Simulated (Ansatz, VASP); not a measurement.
## One calculation of CdF2, two programs

The input INCAR:

```
  PREC = Accurate
  ENCUT = 700
  EDIFF = 1E-6
  ISMEAR = 0
  SIGMA = 0.1
  LREAL = False
  LASPH = True
  NELM = 120
  ALGO = Normal
  ISIF = 2
  LWAVE = False
  LCHARG = True
  GGA = PE
  LELF = True
  LVHAR = True
  NBANDS = 43
  GGA_COMPAT = False
```

KPOINTS

```
Automatic mesh
0
Gamma
  4 4 6
```

POSCAR

```
CdF2
1.0
    4.5599582774      0.0000000000      0.0000000000
    0.0000000000      4.5599582774      0.0000000000
    0.0000000000      0.0000000000      2.9758678659
Cd F
2 4
Direct
    0.0000000000      0.0000000000      0.0000000000
    0.5000000000      0.5000000000      0.5000000000
    0.3028000000      0.3028000000      0.0000000000
    0.1972000000      0.8028000000      0.5000000000
    0.6972000000      0.6972000000      0.0000000000
    0.8028000000      0.1972000000      0.5000000000
```

Input for Ansatz:

```yaml
crystal:
  lattice:
    - [4.5599582774, 0.0, 0.0]
    - [0.0, 4.5599582774, 0.0]
    - [0.0, 0.0, 2.9758678659]
  atoms:
    - { symbol: Cd, position: [0.0, 0.0, 0.0] }
    - { symbol: Cd, position: [0.5, 0.5, 0.5] }
    - { symbol: F, position: [0.3028, 0.3028, 0.0] }
    - { symbol: F, position: [0.1972, 0.8028, 0.5] }
    - { symbol: F, position: [0.6972, 0.6972, 0.0] }
    - { symbol: F, position: [0.8028, 0.1972, 0.5] }
basis:
  ecutwfc: 420
kpoints:
  mp_grid: { grid: [4, 4, 6] }
hamiltonian:
  xc: pbe
scf:
  occupations: { method: gaussian, width: 0.1 }
output:
  forces: true
  stress: true
  eigenvalues: true
```

Alike in both runs: task single point; functional PBE; k mesh 4 × 4 × 6; occupations gaussian, width 0.1 eV; no spin polarisation.

|  | VASP | Ansatz |
| --- | --- | --- |
| version | VASP 6.6.1 | Ansatz 0.2.0 |
| potentials or method | VASP PAW PBE potentials, release 64 (Cd_sv_GW, F), cutoff 700 eV | scalar-relativistic, plane waves, PAW |
| valence electrons in the cell | 68 | 68 |

|  | VASP | Ansatz | Ansatz less VASP |
| --- | --- | --- | --- |
| gap on the k mesh at the Fermi level (eV) | 2.66 | 2.66 | +0.002 |
| least direct gap on the mesh (eV) | 2.66 | 2.66 | +0.002 |
| pressure (GPa) | 100.7 | 101.0 | +0.29 |
| traceless stress, the component that is largest in VASP (GPa) | 19.08 | 18.95 | -0.135 |
| rms of the force components (eV/Å) | 0.613 | 0.606 | -0.0072 |

Atom by atom the forces differ by 0.007 eV/Å (rms over components). Both programs put the cell under a high pressure, so it lies far from rest at this level.

Noted on VASP's run: the cell as given lies far from equilibrium.
